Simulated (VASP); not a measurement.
Input of a VASP 6.6.1 run:

The input INCAR:

```
ALGO = Normal ; EDIFF = 1E-6
ENCUT = 520 ; GGA = PS
ISIF = 2 ; ISMEAR = 0
IVDW = 12 ; LASPH = True
LCHARG = False ; LREAL = False
LWAVE = False ; NBANDS = 20
NELM = 80 ; PREC = Accurate
SIGMA = 0.05
```

The input KPOINTS:

```
k-points
0
Gamma
  12 12 12
```

POSCAR

```
WS2
1.0
    1.5369000000      0.8873296287      5.0013000000
   -1.5369000000      0.8873296287      5.0013000000
    0.0000000000     -1.7746592574      5.0013000000
W S
1 2
Direct
    0.9993605138      0.9993605138      0.9993605138
    0.7554704513      0.7554704513      0.7554704513
    0.5764690349      0.5764690349      0.5764690349
```

Potentials or basis: VASP PAW PBE potentials, release 64 (W_sv, S).

Launch:

```bash
$ cat potpaw_PBE.64/W_sv/POTCAR potpaw_PBE.64/S/POTCAR > POTCAR
$ mpirun -np 1 vasp_std > vasp.out
```

(1) Estimate the largest force.

(2) Estimate the dispersion energy per atom.

(3) Estimate the band gap on the k mesh.

Results:

(1) 6.113 eV/Å.

(2) -0.506 eV.

(3) zero (bands 13 and 14 overlap by 1.28 eV).

Caveat: the PAW data sets were made with another functional, which shifts forces and pressure a little; spin-orbit coupling is left out, which moves the levels of the heavy elements.
